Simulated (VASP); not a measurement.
## K3H8: single point with PBE

The system is K3H8.

```
CELL_PARAMETERS angstrom
7.59228 0.00000 0.00000
0.00000 7.59228 0.00000
0.00000 0.00000 7.11092
ATOMIC_POSITIONS crystal
K 0.00000 0.00000 0.50000
K 0.00000 0.50000 0.00000
K 0.50000 0.00000 0.00000
H 0.65352 0.00000 0.44575
H 0.34648 0.00000 0.44575
H 0.00000 0.65352 0.44575
H 0.00000 0.34648 0.44575
H 0.34648 0.00000 0.55425
H 0.65352 0.00000 0.55425
H 0.00000 0.65352 0.55425
H 0.00000 0.34648 0.55425
```

```json
{
 "Program": "VASP 6.6.1",
 "Task": "single point",
 "Functional": "PBE",
 "Potentials or basis": "VASP PAW PBE potentials, release 64 (K_sv, H)",
 "Cutoff": "520 eV",
 "k mesh": "6 × 6 × 6",
 "Occupations": "gaussian, width 0.1 eV",
 "Spin": "no spin polarisation",
 "Dipole correction": "no",
 "Further INCAR settings": "ALGO = Normal; EDIFF = 1e-06; NBANDS = 28"
}
```

| Quantity | Value |
| --- | --- |
| Pressure | 0.0 GPa |
| Largest force | 0.008 eV/Å |

Forces in eV/Å, atoms in the order of the input:
```
K    0.000  0.000  0.000
K    0.000  0.000  0.000
K    0.000  0.000  0.000
H   -0.002  0.000  0.008
H    0.002  0.000  0.008
H    0.000 -0.002  0.008
H    0.000  0.002  0.008
H    0.002  0.000 -0.008
H   -0.002  0.000 -0.008
H    0.000 -0.002 -0.008
H    0.000  0.002 -0.008
```

Levels at points of the mesh, in eV from the Fermi level:
| k point | band 13 | band 14 | band 15 | band 16 | band 17 | band 18 | band 19 | band 20 | band 21 | band 22 |
| --- | --- | --- | --- | --- | --- | --- | --- | --- | --- | --- |
| (0.00, 0.00, 0.00) | -9.46 | -9.29 | -8.11 | -8.11 | -0.88 | 0.17 | 1.04 | 1.36 | 1.36 | 1.52 |
| (0.50, 0.00, 0.00) | -9.39 | -9.26 | -8.26 | -8.11 | -0.35 | -0.15 | 0.49 | 0.58 | 1.36 | 1.65 |
| (0.50, 0.50, 0.00) | -9.26 | -9.26 | -8.38 | -8.16 | 0.11 | 0.19 | 0.50 | 0.50 | 0.66 | 0.66 |
| (0.00, 0.00, 0.50) | -9.45 | -9.28 | -8.11 | -8.11 | -1.32 | 0.64 | 1.07 | 1.07 | 1.14 | 1.51 |
| (0.50, 0.00, 0.50) | -9.37 | -9.24 | -8.26 | -8.11 | -0.80 | -0.61 | 1.20 | 1.26 | 1.37 | 1.55 |
| (0.50, 0.50, 0.50) | -9.24 | -9.24 | -8.38 | -8.16 | -0.41 | -0.41 | 0.00 | 0.80 | 0.83 | 1.47 |

It took 7.1 min on 1 thread of AMD EPYC 7R43 64-Core Processor (Zen 3), with other jobs on the host, peak memory 0.58 GiB.
